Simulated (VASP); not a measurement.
# Re2Sb (Pnnm) in VASP: further runs, part 2 of 2

VASP 6.6.1. Earlier steps stand in the parts before.

## 3. Single point, PBE

This run uses another cell than the first one, of 16.98 Å³/atom.

INCAR reads:

```
PREC = Accurate
ENCUT = 520
EDIFF = 1E-7
ISMEAR = 0
SIGMA = 0.1
LREAL = F
LASPH = T
NELM = 60
ALGO = Fast
ISIF = 2
LWAVE = F
LCHARG = F
GGA = PE
NBANDS = 28
```

KPOINTS reads:

```
regular mesh
0
Gamma
  4 4 4
```

POSCAR reads:

```
Re2Sb
1.0
    2.9804257484      0.0000000000      0.0000000000
    0.0000000000      7.6730457246      0.0000000000
    0.0000000000      0.0000000000      4.4548645458
Re Sb
4 2
Direct
    0.3088269759      0.8383914746      0.5000000000
    0.8088269759      0.6616085254      0.0000000000
    0.6911730241      0.1616085254      0.5000000000
    0.1911730241      0.3383914746      0.0000000000
    0.5000000000      0.5000000000      0.5000000000
    0.0000000000      0.0000000000      0.0000000000
```

Potentials or basis: VASP PAW PBE potentials, release 64 (Re, Sb).

Started as:

```console
$ cat potpaw_PBE.64/Re/POTCAR potpaw_PBE.64/Sb/POTCAR > POTCAR
$ mpirun -np 1 vasp_std > vasp.out
```

OUTCAR:

```text
PREC = Accurate
   ENCUT = 520
   EDIFF = 1E-7
   ISMEAR = 0
   LREAL = F
   LASPH = T
   NELM = 60
   ISIF = 2
   GGA = PE

 ion  position               nearest neighbor table
   1  0.309  0.838  0.500-   5 2.66   6 2.71   6 2.71   3 2.73   2 3.00   2 3.00   2 3.00   2 3.00
                             3 3.09   6 3.28   6 3.28   5 3.54
   2  0.809  0.662  0.000-   6 2.66   5 2.71   5 2.71   4 2.73   1 3.00   1 3.00   1 3.00   1 3.00
                             4 3.09   5 3.28   5 3.28   6 3.54
   3  0.691  0.162  0.500-   5 2.66   6 2.71   6 2.71   1 2.73   4 3.00   4 3.00   4 3.00   4 3.00
                             1 3.09   6 3.28   6 3.28   5 3.54
   4  0.191  0.338  0.000-   6 2.66   5 2.71   5 2.71   2 2.73   3 3.00   3 3.00   3 3.00   3 3.00
[... 962 lines left out ...]
  Total        0.0693630     -0.3047632     -0.3023249      0.0000000      0.0000000      0.0000000
  in kB        1.0908317     -4.7928360     -4.7544895      0.0000000      0.0000000      0.0000000
  external PRESSURE =      -2.8188312 kB  Pullay stress =       0.0000000 kB

 VOLUME and BASIS-vectors are now :
 -----------------------------------------------------------------------------
  energy-cutoff  :      520.00
  volume of cell :      101.88
      direct lattice vectors                 reciprocal lattice vectors
     2.980425748  0.000000000  0.000000000     0.335522534  0.000000000  0.000000000
     0.000000000  7.673045725  0.000000000     0.000000000  0.130326344  0.000000000
     0.000000000  0.000000000  4.454864546     0.000000000  0.000000000  0.224473716

 POSITION                                       TOTAL-FORCE (eV/Angst)
 -----------------------------------------------------------------------------------
      0.92044      6.43302      2.22743         0.003880      0.004259     -0.000000
      2.41065      5.07655      0.00000         0.003880     -0.004259     -0.000000
      2.05999      1.24003      2.22743        -0.003880     -0.004259      0.000000
      0.56978      2.59649      0.00000        -0.003880      0.004259      0.000000
      1.49021      3.83652      2.22743         0.000000      0.000000      0.000000
      0.00000      0.00000      0.00000         0.000000      0.000000      0.000000
 -----------------------------------------------------------------------------------
    total drift:                                0.000000      0.000000      0.000000

  FREE ENERGIE OF THE ION-ELECTRON SYSTEM (eV)
  ---------------------------------------------------
  free  energy   TOTEN  =       -53.5650910820 eV

  energy  without entropy=      -53.5387628192  energy(sigma->0) =      -53.55192695
```

OSZICAR:

```text
N       E                     dE             d eps       ncg     rms          rms(c)
DAV:   1     0.231048240128E+03    0.23105E+03   -0.15290E+04  2848   0.149E+03
DAV:   2    -0.189372600477E+02   -0.24999E+03   -0.23472E+03  2936   0.643E+02
DAV:   3    -0.510598944073E+02   -0.32123E+02   -0.28915E+02  2788   0.301E+02
[... 14 lines left out ...]
RMM:  18    -0.535650896791E+02   -0.16150E-05   -0.17866E-05  2071   0.152E-02    0.594E-03
RMM:  19    -0.535650906550E+02   -0.97592E-06   -0.96259E-06  1811   0.142E-02    0.231E-03
RMM:  20    -0.535650908777E+02   -0.22275E-06   -0.37575E-06  1685   0.174E-02    0.362E-03
RMM:  21    -0.535650910338E+02   -0.15607E-06   -0.24571E-06  1702   0.192E-02    0.292E-03
RMM:  22    -0.535650910820E+02   -0.48206E-07   -0.93840E-07  1621   0.215E-02
   1 F= -.53565091E+02 E0= -.53551927E+02  d E =-.263283E-01
```

stdout:

```text
POSCAR found type information on POSCAR ReSb
 POSCAR found :  2 types and       6 ions
 scaLAPACK will be used
 LDA part: xc-table for (Slater+PW92), standard interpolation
 POSCAR, INCAR and KPOINTS ok, starting setup
 FFT: planning ... GRIDC
 FFT: planning ... GRID_SOFT
 FFT: planning ... GRID
 WAVECAR not read
 entering main loop
WARNING in EDDRMM: call to ZHEGV failed, returncode =   8  4     21
```

It took 3.8 min on 1 thread of Oxide Virtual Turin-like, shared host; peak memory 0.22 GiB.

Results:

- Free energy: -53.5651 eV
- Pressure: -0.3 GPa
- Largest force: 0.006 eV/Å
- Band gap on the k mesh: zero (bands 19 and 20 overlap by 1.34 eV)

Forces in eV/Å, atoms in the order of the input:
```
Re   0.004  0.004  0.000
Re   0.004 -0.004  0.000
Re  -0.004 -0.004  0.000
Re  -0.004  0.004  0.000
Sb   0.000  0.000  0.000
Sb   0.000  0.000  0.000
```

Levels at points of the mesh, in eV from the Fermi level:
| k point | band 17 | band 18 | band 19 | band 20 | band 21 | band 22 |
| --- | --- | --- | --- | --- | --- | --- |
| (0.00, 0.00, 0.00) | -0.93 | -0.73 | 0.23 | 0.37 | 0.67 | 1.17 |
| (0.50, 0.00, 0.00) | 0.16 | 0.16 | 0.76 | 0.76 | 1.29 | 1.29 |
| (0.00, 0.50, 0.00) | -0.82 | -0.82 | 0.64 | 0.64 | 1.14 | 1.14 |
| (0.50, 0.50, 0.00) | -0.50 | -0.50 | -0.15 | -0.15 | 1.94 | 1.94 |
| (0.00, 0.00, 0.50) | -0.99 | -0.99 | -0.58 | -0.58 | 0.57 | 0.57 |
| (0.50, 0.00, 0.50) | -1.58 | -1.58 | 0.24 | 0.24 | 1.73 | 1.73 |
| (0.00, 0.50, 0.50) | -0.92 | -0.92 | -0.33 | -0.33 | 0.50 | 0.50 |
| (0.50, 0.50, 0.50) | -1.56 | -1.56 | -0.44 | -0.44 | 1.11 | 1.11 |

Caveat: the k points lie up to 0.53 Å⁻¹ apart, too coarse for converged energies and pressures of a metal; spin-orbit coupling is left out, which moves the levels of the heavy elements.

## 4. Single point, PBE

This run uses another cell than the first one, of 19.86 Å³/atom.

INCAR reads:

```
ALGO = Normal ; EDIFF = 1E-7
ENCUT = 520 ; GGA = PE
ISIF = 2 ; ISMEAR = 0
LASPH = True ; LCHARG = False
LREAL = False ; LWAVE = False
NBANDS = 28 ; NELM = 100
PREC = Accurate ; SIGMA = 0.1
```

KPOINTS reads:

```
k-points
0
Gamma
  4 4 6
```

POSCAR reads:

```
Re2Sb
1.0
    5.5594049829      0.0000000000      0.0000000000
    0.0000000000      5.7286817372      0.0000000000
    0.0000000000      0.0000000000      3.7419072001
Re Sb
4 2
Direct
    0.2250000000      0.8250000000      0.5000000000
    0.7250000000      0.6750000000      0.0000000000
    0.7750000000      0.1750000000      0.5000000000
    0.2750000000      0.3250000000      0.0000000000
    0.5000000000      0.5000000000      0.5000000000
    0.0000000000      0.0000000000      0.0000000000
```

Started as:

```console
$ cat potpaw_PBE.64/Re/POTCAR potpaw_PBE.64/Sb/POTCAR > POTCAR
$ mpirun -np 1 vasp_std > vasp.out
```

It took 4.2 min on 1 thread of Oxide Virtual Turin-like, shared host; peak memory 0.25 GiB.

Results (log left out):

* Free energy: -42.1307 eV
* Pressure: 22.3 GPa
* Largest force: 1.392 eV/Å
* Band gap on the k mesh: zero (bands 19 and 20 overlap by 1.12 eV)

Forces on the atoms (eV/Å):
```
Re   0.602  1.255  0.000
Re   0.602 -1.255  0.000
Re  -0.602 -1.255  0.000
Re  -0.602  1.255  0.000
Sb   0.000  0.000  0.000
Sb   0.000  0.000  0.000
```

Stress tensor (GPa, compression positive):
```
15.68  0.00  0.00
 0.00 20.44  0.00
 0.00  0.00 30.69
```

Levels at points of the mesh, in eV from the Fermi level:
```csv
k point,band 17,band 18,band 19,band 20,band 21,band 22
"(0.00, 0.00, 0.00)",-0.91,-0.85,-0.30,0.65,0.87,0.94
"(0.50, 0.00, 0.00)",-0.48,-0.48,-0.03,-0.03,0.55,0.55
"(0.00, 0.50, 0.00)",-0.79,-0.79,-0.56,-0.56,0.40,0.40
"(0.50, 0.50, 0.00)",-0.48,-0.48,-0.14,-0.14,-0.13,-0.13
"(0.00, 0.00, 0.50)",-0.08,-0.08,0.06,0.06,0.45,0.45
"(0.50, 0.00, 0.50)",-0.31,-0.31,-0.02,-0.02,0.24,0.24
"(0.00, 0.50, 0.50)",0.24,0.24,0.56,0.56,0.64,0.64
"(0.50, 0.50, 0.50)",-0.20,-0.20,0.00,0.00,0.21,0.21
```

Caveat: the stress differs along the axes, from 16 to 31 GPa; spin-orbit coupling is left out, which moves the levels of the heavy elements; forces of over 1 eV/Å act on the atoms, so gaps and moduli don't describe the material at rest.

## 5. Relaxation of cell and atoms, PBE

This run uses another cell than the first one, of 16.98 Å³/atom.

INCAR reads:

```
SYSTEM = Re2Sb
PREC = Accurate
ENCUT = 600
EDIFF = 1E-7
ISMEAR = 0
SIGMA = 0.1
LREAL = .False.
LASPH = .True.
NELM = 100
ALGO = Normal
ISIF = 3
LWAVE = .False.
LCHARG = .False.
GGA = PE
IBRION = 2
NSW = 90
EDIFFG = -0.04
```

KPOINTS reads:

```
Automatic mesh
0
Gamma
  6 2 4
  0 0 0
```

POSCAR reads:

```
Re2Sb
1.0
    2.9804257484      0.0000000000      0.0000000000
    0.0000000000      7.6730457246      0.0000000000
    0.0000000000      0.0000000000      4.4548645458
Re Sb
4 2
Direct
    0.3088269759      0.8383914746      0.5000000000
    0.8088269759      0.6616085254      0.0000000000
    0.6911730241      0.1616085254      0.5000000000
    0.1911730241      0.3383914746      0.0000000000
    0.5000000000      0.5000000000      0.5000000000
    0.0000000000      0.0000000000      0.0000000000
```

Started as:

```console
$ cat potpaw_PBE.64/Re/POTCAR potpaw_PBE.64/Sb/POTCAR > POTCAR
$ mpirun -np 1 vasp_std > vasp.out
```

It took 19 min on 1 thread of Oxide Virtual Turin-like, shared host; peak memory 0.25 GiB.

Results (log left out):

| Quantity | Value |
| --- | --- |
| Free energy | -53.6164 eV |
| Relaxed volume | 16.91 Å³/atom |
| Relaxed cell | a = 2.953 Å, b = 7.697 Å, c = 4.464 Å, α = 90.00°, β = 90.00°, γ = 90.00° |
| Space group after relaxing (to 0.1 Å) | Pnnm (No. 58) |
| Energy gained by relaxing | 10.8 meV/atom |
| Ionic steps | 12 |
| Pressure after relaxing | 0.0 GPa |
| Largest force after relaxing | 0.017 eV/Å |
| Band gap on the k mesh | zero (bands 19 and 20 overlap by 1.66 eV) |

Forces in eV/Å, atoms in the order of the input:
```
Re   0.006  0.016  0.000
Re   0.006 -0.016  0.000
Re  -0.006 -0.016  0.000
Re  -0.006  0.016  0.000
Sb   0.000  0.000  0.000
Sb   0.000  0.000  0.000
```

Stress tensor (GPa, compression positive):
```
-0.09  0.00  0.00
 0.00 -0.08  0.00
 0.00  0.00  0.06
```

Step by step:
| step | energy change (eV) | largest force (eV/Å) | pressure (GPa) | volume (Å³) |
| --- | --- | --- | --- | --- |
| 1 | 0.0000 | 0.3152 | -0.39 | 101.88 |
| 2 | -0.0246 | 0.2268 | 0.56 | 101.26 |
| 3 | -0.0268 | 0.1962 | 1.02 | 101.00 |
| 4 | -0.0321 | 0.1213 | -2.19 | 102.35 |
| 5 | -0.0341 | 0.1430 | -1.10 | 101.88 |
| 6 | -0.0441 | 0.1197 | -0.69 | 101.72 |
| 7 | -0.0507 | 0.1388 | -0.04 | 101.50 |
| 8 | -0.0595 | 0.1383 | 0.24 | 101.32 |
| 9 | -0.0612 | 0.1296 | 0.43 | 101.22 |
| 10 | -0.0633 | 0.0699 | -0.56 | 101.64 |
| 11 | -0.0633 | 0.0685 | -0.58 | 101.64 |
| 12 | -0.0648 | 0.0168 | -0.04 | 101.44 |

Final structure:
```cif
data_structure
_symmetry_space_group_name_H-M 'P 1'
_symmetry_Int_Tables_number 1
_cell_length_a 2.9527
_cell_length_b 7.6968
_cell_length_c 4.4637
_cell_angle_alpha 90.000
_cell_angle_beta 90.000
_cell_angle_gamma 90.000
_cell_volume 101.44
loop_
_atom_site_label
_atom_site_type_symbol
_atom_site_fract_x
_atom_site_fract_y
_atom_site_fract_z
_atom_site_occupancy
Re1 Re 0.27727 0.83534 0.50000 1
Re2 Re 0.77727 0.66466 0.00000 1
Re3 Re 0.72273 0.16466 0.50000 1
Re4 Re 0.22273 0.33534 0.00000 1
Sb1 Sb 0.50000 0.50000 0.50000 1
Sb2 Sb 0.00000 0.00000 0.00000 1
```

Levels at points of the mesh, in eV from the Fermi level:
```tsv
k point	band 17	band 18	band 19	band 20	band 21	band 22
(0.00, 0.00, 0.00)	-0.98	-0.92	-0.08	0.26	0.73	1.08
(0.50, 0.00, 0.00)	0.27	0.27	0.50	0.50	1.14	1.14
(0.00, 0.50, 0.00)	-0.97	-0.97	0.82	0.82	1.17	1.17
(0.50, 0.50, 0.00)	-0.63	-0.63	-0.31	-0.31	1.88	1.88
(0.00, 0.00, 0.50)	-0.84	-0.84	-0.51	-0.51	0.40	0.40
(0.50, 0.00, 0.50)	-1.62	-1.62	0.04	0.04	1.68	1.68
(0.00, 0.50, 0.50)	-0.91	-0.91	-0.40	-0.40	0.36	0.36
(0.50, 0.50, 0.50)	-1.63	-1.63	-0.84	-0.84	1.06	1.06
```

Caveat: the k points lie up to 0.41 Å⁻¹ apart in the final cell, too coarse for converged energies and pressures of a metal; spin-orbit coupling is left out, which moves the levels of the heavy elements.

## 6. Overview

| task | cell | k mesh | cutoff (eV) | gap on the mesh (eV) | pressure (GPa) | largest force (eV/Å) |
| --- | --- | --- | --- | --- | --- | --- |
| single point | a = 2.950, b = 7.701, c = 4.466 Å, 6 atoms, atomic positions A | 6 × 2 × 4 | 520 | none | -0.1 | 0.01 |
| single point | a = 2.980, b = 7.673, c = 4.455 Å, 6 atoms, atomic positions B | 4 × 4 × 4 | 520 | none | -0.3 | 0.01 |
| single point | a = 5.559, b = 5.729, c = 3.742 Å, 6 atoms, atomic positions C | 4 × 4 × 6 | 520 | none | 22.3 | 1.39 |
| relaxation of cell and atoms | relaxed from a = 2.980, b = 7.673, c = 4.455 Å, 6 atoms, atomic positions B | 6 × 2 × 4 | 600 | none | 0.0 | 0.02 |

Alike in all rows: level PBE; potentials or basis VASP PAW PBE potentials, release 64 (Re, Sb); no spin polarisation; smearing gaussian 0.1 eV.

Caveats: some runs use coarse meshes; spin-orbit coupling is left out, which moves the levels of the heavy elements; the stress differs along the axes, from 16 to 31 GPa (at least some runs); forces of over 1 eV/Å act on the atoms, so gaps and moduli don't describe the material at rest (at least some runs).

Absolute energies hang on the potentials; compare differences alone.
